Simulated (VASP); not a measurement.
**K7F8 (a cell with a defect): relaxation of the atoms with PBE**

K7F8 (a cell with a defect):

```xyz
15
Lattice="0.0000 5.4192 -5.4192 5.4192 5.4192 0.0000 5.4192 0.0000 -5.4192" Properties=species:S:1:pos:R:3 pbc="T T T"
K    -2.7096    0.0000   -2.7096
K     2.7096    8.1288   -5.4192
K     0.0000    5.4192   -5.4192
K     5.4192    5.4192   -5.4192
K     2.7096    2.7096   -5.4192
K     5.4192    8.1288   -8.1288
K     2.7096    5.4192   -8.1288
F     5.4192    5.4192   -2.7096
F     2.7096    2.7096   -2.7096
F     5.4192    8.1288   -5.4192
F     2.7096    5.4192   -5.4192
F     8.1288    5.4192   -5.4192
F     5.4192    2.7096   -5.4192
F     8.1288    8.1288   -8.1288
F     5.4192    5.4192   -8.1288
```

```yaml
Program: VASP 6.6.1
Task: relaxation of the atoms
Functional: PBE
Potentials_or_basis: VASP PAW PBE potentials, release 64 (K_sv, F)
Cutoff: 520 eV
k_mesh: 4 × 4 × 4
Occupations: gaussian, width 0.05 eV
Spin: no spin polarisation
Dipole_correction: no
Charge: -1
Further_INCAR_settings: ALGO = Normal; EDIFF = 1e-07; IBRION = 2; EDIFFG = -0.02; NSW = 70; NELECT = 120.0
```

The energy gained by relaxing is 14.5 meV/atom and the ionic steps are 4. The largest force after relaxing is 0.016 eV/Å.

Forces on the atoms (eV/Å):
```
K    0.000  0.000  0.000
K    0.000  0.000  0.000
K    0.000  0.000  0.000
K    0.000  0.000  0.000
K    0.000  0.000  0.000
K    0.000  0.000  0.000
K    0.000  0.000  0.000
F    0.000  0.016  0.000
F   -0.016  0.000  0.000
F    0.000  0.000  0.016
F    0.000  0.000  0.000
F    0.000  0.000  0.000
F    0.000  0.000 -0.016
F    0.016  0.000  0.000
F    0.000 -0.016  0.000
```

The path:
```csv
step,energy change (eV),largest force (eV/Å),pressure (GPa)
1,0.0000,0.5254,0.97
2,-0.0731,0.4353,1.06
3,-0.2048,0.1364,1.36
4,-0.2176,0.0159,1.53
```

Final structure:
```
K F
1.0
     0.00000    5.41919   -5.41919
     5.41919    5.41919    0.00000
     5.41919    0.00000   -5.41919
K F
7 8
Direct
  0.50000 0.50000 0.00000
  0.00000 0.50000 0.00000
  0.00000 0.00000 0.00000
  0.50000 0.50000 0.50000
  0.50000 0.00000 0.50000
  0.00000 0.50000 0.50000
  0.00000 0.00000 0.50000
  0.23745 0.73745 0.26255
  0.23745 0.26255 0.26255
  0.76255 0.73745 0.26255
  0.75000 0.25000 0.25000
  0.25000 0.75000 0.75000
  0.23745 0.26255 0.73745
  0.76255 0.73745 0.73745
  0.76255 0.26255 0.73745
```

Levels at points of the mesh, in eV from the Fermi level:
```csv
k point,band 57,band 58,band 59,band 60,band 61,band 62,band 63,band 64
"(0.00, 0.00, 0.00)",-0.41,-0.26,-0.26,-0.26,5.41,7.84,7.84,7.84
"(0.50, 0.00, 0.00)",-0.49,-0.49,-0.24,-0.24,6.79,6.89,8.36,8.46
"(0.50, 0.50, 0.00)",-0.41,-0.36,-0.30,-0.30,7.06,7.16,8.25,8.25
```

Wall time 6.5 min on 4 MPI ranks on Intel(R) Xeon(R) Platinum 8259CL CPU @ 2.50GHz (Skylake/Cascade Lake), on a shared host, peak memory 0.61 GiB a rank.

Caveat: the cell carries a net charge on a neutralising background, which shifts energy and pressure; the cell is charged against a uniform background, so pressure and absolute levels hang on convention.
